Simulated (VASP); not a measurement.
# ZrH2 (Fm-3m) in VASP: a series of runs

The runs below take ZrH2 through single point, with PBEsol+D3(BJ).

All numbers are computed with VASP 6.6.1; they aren't measurements. Logs are shortened: lines on timing, memory, paths and dates and some standing lists are left out, and cuts for length are marked.

**1. The cell of the first run**

It takes space group Fm-3m (No. 225, cubic). Conventional cell: a = 4.737 Å, b = 4.737 Å, c = 4.737 Å, α = 90.00°, β = 90.00°, γ = 90.00°. Within 2.7 Å of Zr (site symmetry m-3m) lie 8 H at 2.05 Å. Within 2.7 Å of H (site symmetry -43m) lie 4 Zr at 2.05 Å and 6 H at 2.37 Å.

**2. Single point, PBEsol+D3(BJ)**

INCAR

```
SYSTEM = ZrH2
ALGO = Normal ; EDIFF = 1E-7
ENCUT = 520 ; GGA = PS
ISIF = 2 ; ISMEAR = 1
IVDW = 12 ; LASPH = .TRUE.
LCHARG = .FALSE. ; LREAL = .FALSE.
LWAVE = .FALSE. ; NBANDS = 14
NELM = 80 ; PREC = Accurate
SIGMA = 0.05
```

KPOINTS

```
k-points
0
G
  10 10 10
  0 0 0
```

POSCAR

```
ZrH2
1.0
    0.0000000000      2.3683877031      2.3683877031
    2.3683877031      0.0000000000      2.3683877031
    2.3683877031      2.3683877031      0.0000000000
Zr H
1 2
Direct
    0.0000000000      0.0000000000      0.0000000000
    0.7500000000      0.7500000000      0.7500000000
    0.2500000000      0.2500000000      0.2500000000
```

Potentials or basis: VASP PAW PBE potentials, release 64 (Zr_sv, H).

The run is started by

```sh
> cat potpaw_PBE.64/Zr_sv/POTCAR potpaw_PBE.64/H/POTCAR > POTCAR
> mpirun -np 1 vasp_std > vasp.out
```

OUTCAR:

```text
SYSTEM = ZrH2
   EDIFF = 1E-7
   ENCUT = 520
   GGA = PS
   ISIF = 2
   ISMEAR = 1
   IVDW = 12
   LASPH = .TRUE.
   LREAL = .FALSE.
   NELM = 80
   PREC = Accurate
 IVDW          = 12

 ion  position               nearest neighbor table
   1  0.000  0.000  0.000-   2 2.05   2 2.05   2 2.05   2 2.05   3 2.05   3 2.05   3 2.05   3 2.05

   2  0.750  0.750  0.750-   1 2.05   1 2.05   1 2.05   1 2.05
   3  0.250  0.250  0.250-   1 2.05   1 2.05   1 2.05   1 2.05

  LATTYP: Found a face centered cubic cell.
 ALAT       =     4.7367754062

  Lattice vectors:

 A1 = (   0.0000000000,   2.3683877031,   2.3683877031)
 A2 = (   2.3683877031,   0.0000000000,   2.3683877031)
 A3 = (   2.3683877031,   2.3683877031,   0.0000000000)

Analysis of symmetry for initial positions (statically):
=====================================================================
 Subroutine PRICEL returns:
 Original cell was already a primitive cell.

 Routine SETGRP: Setting up the symmetry group for a
 face centered cubic supercell.

 Subroutine GETGRP returns: Found 48 space group operations
 (whereof 48 operations were pure point group operations)
 out of a pool of 48 trial point group operations.

The static configuration has the point symmetry O_h .

Analysis of symmetry for dynamics (positions and initial velocities):
=====================================================================
 Subroutine PRICEL returns:
 Original cell was already a primitive cell.

 Routine SETGRP: Setting up the symmetry group for a
 face centered cubic supercell.

 Subroutine GETGRP returns: Found 48 space group operations
 (whereof 48 operations were pure point group operations)
 out of a pool of 48 trial point group operations.

The dynamic configuration has the point symmetry O_h .

 Subroutine INISYM returns: Found 48 space group operations
 (whereof 48 operations are pure point group operations),
 and found     1 'primitive' translations

----------------------------------------------------------------------------------------

                                     Primitive cell

  volume of cell :      26.5698

  direct lattice vectors                    reciprocal lattice vectors
     0.000000000  2.368387703  2.368387703    -0.211114084  0.211114084  0.211114084
     2.368387703  0.000000000  2.368387703     0.211114084 -0.211114084  0.211114084
     2.368387703  2.368387703  0.000000000     0.211114084  0.211114084 -0.211114084

  length of vectors
     3.349406011  3.349406011  3.349406011     0.365660319  0.365660319  0.365660319

  position of ions in fractional coordinates (direct lattice)
     0.000000000  0.000000000  0.000000000
     0.750000000  0.750000000  0.750000000
     0.250000000  0.250000000  0.250000000

  ion indices of the primitive-cell ions
   primitive index   ion index
                 1           1
                 2           2
                 3           3

----------------------------------------------------------------------------------------

 KPOINTS: k-points

Automatic generation of k-mesh.
 Grid dimensions read from file:
 generate k-points for:   10   10   10

 Generating k-lattice:

  Cartesian coordinates                     Fractional coordinates (reciprocal lattice)
    -0.021111408  0.021111408  0.021111408     0.100000000  0.000000000  0.000000000
     0.021111408 -0.021111408  0.021111408     0.000000000  0.100000000  0.000000000
     0.021111408  0.021111408 -0.021111408     0.000000000  0.000000000  0.100000000

  Length of vectors
     0.036566032  0.036566032  0.036566032

  Shift w.r.t. Gamma in fractional coordinates (k-lattice)
     0.000000000  0.000000000  0.000000000

 Subroutine IBZKPT returns following result:
 ===========================================

 Found     47 irreducible k-points:

 Following reciprocal coordinates:
            Coordinates               Weight
  0.000000  0.000000  0.000000      1.000000
  0.100000  0.000000  0.000000      8.000000
  0.200000  0.000000  0.000000      8.000000
  0.300000  0.000000  0.000000      8.000000
  0.400000  0.000000  0.000000      8.000000
  0.500000  0.000000  0.000000      4.000000
[... 16 lines left out ...]
  0.300000  0.300000  0.000000      6.000000
  0.400000  0.300000  0.000000     24.000000
 [... further k-points ...]
   k-points           NKPTS =     47   k-points in BZ     NKDIM =     47   number of bands    NBANDS=     14
   number of dos      NEDOS =    301   number of ions     NIONS =      3
   total plane-waves  NPLWV =  21952
   dimension x,y,z NGX =    28 NGY =   28 NGZ =   28
   dimension x,y,z NGXF=    56 NGYF=   56 NGZF=   56
   ions per type =               1   2
   NGX,Y,Z   is equivalent  to a cutoff of  13.90, 13.90, 13.90 a.u.
   NGXF,Y,Z  is equivalent  to a cutoff of  27.80, 27.80, 27.80 a.u.
 SYSTEM =  ZrH2
   PREC   = accura    normal or accurate (medium, high low for compatibility)
   ISTART =      0    job   : 0-new  1-cont  2-samecut
   ICHARG =      2    charge: 1-file 2-atom 10-const
   ISPIN  =      1    spin polarized calculation?
   LNONCOLLINEAR =      F non collinear calculations
   LSORBIT =      F    spin-orbit coupling
   LASPH  =      T    aspherical Exc in radial PAW
   ENCUT  =  520.0 eV  38.22 Ry    6.18 a.u.   6.23  6.23  6.23*2*pi/ulx,y,z
   NELM   =     80;   NELMIN=  2; NELMDL= -5     # of ELM steps
   EDIFF  = 0.1E-06   stopping-criterion for ELM
   LREAL  =      F    real-space projection
   EDIFFG = 0.1E-05   stopping-criterion for IOM
   NSW    =      0    number of steps for IOM
   IBRION =     -1    ionic relax: 0-MD 1-quasi-New 2-CG
   NFREE  =      0    steps in history (QN), initial steepest desc. (CG)
   ISIF   =      2    stress and relaxation
   ISYM   =      2    0-nonsym 1-usesym 2-fastsym
   POTIM  = 0.5000    time-step for ionic-motion
   TEBEG  =    0.0;   TEEND  =   0.0 temperature during run
   PSTRESS=    0.0 pullay stress
   NELECT =      14.0000    total number of electrons
   NUPDOWN=      -1.0000    fix difference up-down
   EMIN   =  10.00;   EMAX   =-10.00  energy-range for DOS
   EFERMI =   0.00;   METHOD = LEGACY
   ISMEAR =     1;   SIGMA  =   0.05  broadening in eV -4-tet -1-fermi 0-gaus
   EFERMI_NEDOS =   21; number of points for ismear=-14 and -15
   IALGO  =     38    algorithm
   IMIX   =      4    mixing-type and parameters
     AMIX     =   0.40;   BMIX     =  1.00
     AMIX_MAG =   1.60;   BMIX_MAG =  1.00
  volume/ion in A,a.u.               =       8.86        59.77
  Fermi-wavevector in a.u.,A,eV,Ry     =   1.322274  2.498735 23.788534  1.748408
  Thomas-Fermi vector in A             =   2.451967
   LORBIT       =      0    0 simple, 1 ext, 2 COOP (PROOUT), +10 PAW based schemes
   GGA     = PS    functional components
   LHFCALC =     F    Hartree Fock is set to
   AEXX    =    0.0000 exact exchange contribution
   IVDW    =    12    specifies the selected vdW correction
   LEPSILON=     F    determine dielectric tensor
   LRPA    =     F    only Hartree local field effects (RPA)
 non-spin polarized calculation
 Methfessel and Paxton  Order N= 1 SIGMA  =   0.05
  energy-cutoff  :      520.00
  volume of cell :       26.57
 maximum number of plane-waves:       728
 NGX is ok and might be reduce to    28
   NGX = 13   NGY = 13   NGZ = 13

 number of electron      14.0000000 magnetization

 Free energy of the ion-electron system (eV)
  ---------------------------------------------------
  ext. energy  EPLUGINS =         0.00000000
  ---------------------------------------------------
  free energy    TOTEN  =       -17.57547613 eV

  energy without entropy =      -17.57541160  energy(sigma->0) =      -17.57545462

 E-fermi :   8.7895     XC(G=0): -11.5019

 val. band max:        8.7881343344   @ k =  -0.1000   0.1000   0.0000
 cond. band min:       8.8041439748   @ k =   0.5000   0.1000   0.0000
 fundamental gap:      0.0160096404
 Fermi energy:         8.7894847622

 k-point     1 :       0.0000    0.0000    0.0000
  band No.  band energies     occupation
      1     -40.2559      2.00000
      2     -18.0034      2.00000
      3     -18.0034      2.00000
      4     -18.0034      2.00000
      5      -1.0053      2.00000
      6       7.5071      2.00000
      7       8.4374      2.00000
      8       8.4374      2.00000
      9       8.4374      2.00000
     10      11.1902      0.00000
     11      11.1902      0.00000
     12      19.9854      0.00000
     13      21.2595      0.00000
     14      21.2595      0.00000

 k-point     2 :       0.1000    0.0000    0.0000
  band No.  band energies     occupation
      1     -40.2469      2.00000
      2     -18.0832      2.00000
      3     -18.0127      2.00000
      4     -18.0127      2.00000
      5      -0.7439      2.00000
      6       6.1162      2.00000
      7       8.5712      2.00000
      8       8.5712      2.00000
      9      10.1510      0.00000
     10      11.0609      0.00000
     11      11.0609      0.00000
     12      18.4471      0.00000
     13      21.8171      0.00000
     14      21.8171      0.00000

 k-point     3 :       0.2000    0.0000    0.0000
  band No.  band energies     occupation
      1     -40.2231      2.00000
      2     -18.2868      2.00000
      3     -18.0368      2.00000
      4     -18.0368      2.00000
      5      -0.0582      2.00000
      6       4.8040      2.00000
      7       8.8198      0.15464
      8       8.8198      0.15464
      9      10.9487      0.00000
     10      10.9487      0.00000
     11      12.2831      0.00000
     12      17.0690      0.00000
     13      22.4503      0.00000
     14      23.3075      0.00000
[... 324 lines left out ...]
 k-point    23 :       0.3000    0.3000    0.0000
  band No.  band energies     occupation
      1     -40.1728      2.00000
      2     -18.5243      2.00000
      3     -18.1720      2.00000
      4     -18.1720      2.00000
      5       1.7337      2.00000
      6       3.0001      2.00000
      7       7.6224      2.00000
      8      10.4241      0.00000
      9      10.4241      0.00000
     10      12.1878      0.00000
     11      15.9775      0.00000
     12      18.4937      0.00000
     13      19.6572      0.00000
     14      19.6572      0.00000

 k-point    24 :       0.4000    0.3000    0.0000
  band No.  band energies     occupation
      1     -40.1537      2.00000
      2     -18.6255      2.00000
      3     -18.2284      2.00000
      4     -18.2005      2.00000
      5       2.4514      2.00000
      6       2.7159      2.00000
      7       6.8920      2.00000
      8      10.7656      0.00000
      9      11.3324      0.00000
     10      12.6114      0.00000
     11      16.8996      0.00000
     12      17.8112      0.00000
     13      18.5574      0.00000
     14      18.5625      0.00000

 [... further k-points ...]

------------------------ aborting loop because EDIFF is reached ----------------------------------------

 Edisp (eV)   -0.73834

 E8    (eV) :    -0.4980

  FORCE on cell =-STRESS in cart. coord.  units (eV):
  Direction    XX          YY          ZZ          XY          YZ          ZX
  --------------------------------------------------------------------------------------
  -------------------------------------------------------------------------------------
  Total      -0.34137    -0.34137    -0.34137     0.00000    -0.00000     0.00000
  in kB     -20.58492   -20.58492   -20.58492     0.00000    -0.00000     0.00000
  external pressure =      -20.58 kB  Pullay stress =        0.00 kB

 VOLUME and BASIS-vectors are now :
 -----------------------------------------------------------------------------
  energy-cutoff  :      520.00
  volume of cell :       26.57
      direct lattice vectors                 reciprocal lattice vectors
     0.000000000  2.368387703  2.368387703    -0.211114084  0.211114084  0.211114084
     2.368387703  0.000000000  2.368387703     0.211114084 -0.211114084  0.211114084
     2.368387703  2.368387703  0.000000000     0.211114084  0.211114084 -0.211114084

 POSITION                                       TOTAL-FORCE (eV/Angst)
 -----------------------------------------------------------------------------------
      0.00000      0.00000      0.00000         0.000000      0.000000      0.000000
      3.55258      3.55258      3.55258        -0.000000     -0.000000      0.000000
      1.18419      1.18419      1.18419        -0.000000      0.000000     -0.000000
 -----------------------------------------------------------------------------------
    total drift:                               -0.000000     -0.000000      0.000000

  FREE ENERGIE OF THE ION-ELECTRON SYSTEM (eV)
  ---------------------------------------------------
  free  energy   TOTEN  =       -18.3138125137 eV

  energy  without entropy=      -18.3137479864  energy(sigma->0) =      -18.31379100
```

It took 12 s on 1 thread of Intel Xeon 6975P-C (Granite Rapids), shared host; peak memory 0.17 GiB.

Results:

```
Free energy                : -18.3138 eV
Pressure                   : -2.1 GPa
Band gap on the k mesh     : zero (band 7 reaches 9.25 eV, above the bottom of band 8 at 8.44 eV)
Dispersion energy per atom : -0.246 eV
```

Levels at points of the mesh, in eV from the Fermi level:
```
           k point  band 3  band 4  band 5  band 6  band 7  band 8  band 9  band 10  band 11  band 12
(0.00, 0.00, 0.00)  -26.79  -26.79   -9.79   -1.28   -0.35   -0.35   -0.35     2.40     2.40    11.20
(0.50, 0.00, 0.00)  -26.89  -26.89   -7.61   -4.39   -0.23   -0.23    3.86     3.86     4.71     6.91
(0.50, 0.50, 0.00)  -27.05  -27.05   -6.75   -4.47   -3.54    4.05    4.12     4.12     6.93     6.93
```

Caveat: three body term missing; the PAW data sets were made with another functional, which shifts forces and pressure a little; pairwise dispersion overbinds metals, which lowers pressure and volume.

**3. Single point, PBEsol+D3(BJ)**

This run uses another cell than the first one, of 9.14 Å³/atom, 1.032 times its volume.

INCAR

```
SYSTEM = ZrH2
PREC = Accurate
ENCUT = 520
EDIFF = 1E-7
ISMEAR = 1
SIGMA = 0.05
LREAL = .False.
LASPH = .True.
NELM = 80
ALGO = Normal
ISIF = 2
LWAVE = .False.
LCHARG = .False.
GGA = PS
IVDW = 12
NBANDS = 14
```

KPOINTS

```
regular mesh
0
Gamma
  10 10 10
  0 0 0
```

POSCAR

```
ZrH2
1.0
    0.0000000000      2.3930601839      2.3930601839
    2.3930601839      0.0000000000      2.3930601839
    2.3930601839      2.3930601839      0.0000000000
Zr H
1 2
Direct
    0.0000000000      0.0000000000      0.0000000000
    0.7500000000      0.7500000000      0.7500000000
    0.2500000000      0.2500000000      0.2500000000
```

Potentials or basis: VASP PAW PBE potentials, release 64 (Zr_sv, H).

The run is started by

```sh
> cat potpaw_PBE.64/Zr_sv/POTCAR potpaw_PBE.64/H/POTCAR > POTCAR
> mpirun -np 1 vasp_std > vasp.out
```

OUTCAR:

```text
SYSTEM = ZrH2
   PREC = Accurate
   ENCUT = 520
   EDIFF = 1E-7
   ISMEAR = 1
   LREAL = .False.
   LASPH = .True.
   NELM = 80
   ISIF = 2
   GGA = PS
   IVDW = 12
 IVDW          = 12

 ion  position               nearest neighbor table
   1  0.000  0.000  0.000-   2 2.07   2 2.07   2 2.07   2 2.07   3 2.07   3 2.07   3 2.07   3 2.07

   2  0.750  0.750  0.750-   1 2.07   1 2.07   1 2.07   1 2.07
   3  0.250  0.250  0.250-   1 2.07   1 2.07   1 2.07   1 2.07

  LATTYP: Found a face centered cubic cell.
 ALAT       =     4.7861203678

  Lattice vectors:
[... 600 lines left out ...]

 Edisp (eV)   -0.71536

 E8    (eV) :    -0.4824

  FORCE on cell =-STRESS in cart. coord.  units (eV):
  Direction    XX          YY          ZZ          XY          YZ          ZX
  --------------------------------------------------------------------------------------
  -------------------------------------------------------------------------------------
  Total      -1.07115    -1.07115    -1.07115    -0.00000    -0.00000     0.00000
  in kB     -62.61400   -62.61400   -62.61400    -0.00000    -0.00000     0.00000
  external pressure =      -62.61 kB  Pullay stress =        0.00 kB

 VOLUME and BASIS-vectors are now :
 -----------------------------------------------------------------------------
  energy-cutoff  :      520.00
  volume of cell :       27.41
      direct lattice vectors                 reciprocal lattice vectors
     0.000000000  2.393060184  2.393060184    -0.208937495  0.208937495  0.208937495
     2.393060184  0.000000000  2.393060184     0.208937495 -0.208937495  0.208937495
     2.393060184  2.393060184  0.000000000     0.208937495  0.208937495 -0.208937495

 POSITION                                       TOTAL-FORCE (eV/Angst)
 -----------------------------------------------------------------------------------
      0.00000      0.00000      0.00000         0.000000      0.000000      0.000000
      3.58959      3.58959      3.58959         0.000000      0.000000     -0.000000
      1.19653      1.19653      1.19653        -0.000000     -0.000000      0.000000
 -----------------------------------------------------------------------------------
    total drift:                               -0.000000     -0.000000      0.000000

  FREE ENERGIE OF THE ION-ELECTRON SYSTEM (eV)
  ---------------------------------------------------
  free  energy   TOTEN  =       -18.2929099412 eV

  energy  without entropy=      -18.2929319118  energy(sigma->0) =      -18.29291726
```

OSZICAR:

```text
N       E                     dE             d eps       ncg     rms          rms(c)
DAV:   1     0.897569347459E+02    0.89757E+02   -0.76344E+03  1316   0.997E+02
DAV:   2    -0.155399791129E+02   -0.10530E+03   -0.10056E+03  1682   0.265E+02
DAV:   3    -0.189114492471E+02   -0.33715E+01   -0.33455E+01  1986   0.408E+01
DAV:   4    -0.189612957068E+02   -0.49846E-01   -0.49830E-01  1506   0.467E+00
DAV:   5    -0.189619687519E+02   -0.67305E-03   -0.67304E-03  1856   0.404E-01    0.177E+01
DAV:   6    -0.177838901165E+02    0.11781E+01   -0.92992E-01  1418   0.930E+00    0.676E+00
DAV:   7    -0.175758704586E+02    0.20802E+00   -0.46735E-01  1662   0.564E+00    0.846E-01
DAV:   8    -0.175774283410E+02   -0.15579E-02   -0.41074E-02  1680   0.180E+00    0.536E-01
DAV:   9    -0.175776944461E+02   -0.26611E-03   -0.15923E-03  1694   0.394E-01    0.640E-02
DAV:  10    -0.175775540144E+02    0.14043E-03   -0.12435E-04  1514   0.102E-01    0.353E-02
DAV:  11    -0.175775551897E+02   -0.11753E-05   -0.15942E-05  1598   0.369E-02    0.220E-03
DAV:  12    -0.175775550416E+02    0.14808E-06   -0.64863E-07  1644   0.557E-03    0.133E-03
DAV:  13    -0.175775549228E+02    0.11884E-06   -0.29619E-08   756   0.149E-03    0.561E-04
DAV:  14    -0.175775548944E+02    0.28338E-07   -0.52854E-09   706   0.448E-04
   1 F= -.18292910E+02 E0= -.18292917E+02  d E =0.219706E-04
```

stdout:

```text
POSCAR found type information on POSCAR ZrH
 POSCAR found :  2 types and       3 ions
 scaLAPACK will be used
 -----------------------------------------------------------------------------
|                                                                             |
|                                                                             |
|     You enforced a specific xc type in the INCAR file but a different       |
|     I HOPE YOU KNOW WHAT YOU ARE DOING!                                     |
|                                                                             |
 -----------------------------------------------------------------------------

 LDA part: xc-table for (Slater+PW92), standard interpolation
 POSCAR, INCAR and KPOINTS ok, starting setup
 FFT: planning ... GRIDC
 FFT: planning ... GRID_SOFT
 FFT: planning ... GRID
 WAVECAR not read
 entering main loop
```

Wall time 11 s (1 thread of Intel Xeon 6975P-C (Granite Rapids), shared host); peak memory 0.17 GiB.

What came out:

```
Free energy                : -18.2929 eV
Pressure                   : -6.3 GPa
Band gap on the k mesh     : zero (band 7 reaches 8.92 eV, above the bottom of band 8 at 8.13 eV)
Dispersion energy per atom : -0.238 eV
```

Caveat: three body term missing; the PAW data sets were made with another functional, which shifts forces and pressure a little; pairwise dispersion overbinds metals, which lowers pressure and volume.

[end of part 1 of 2]
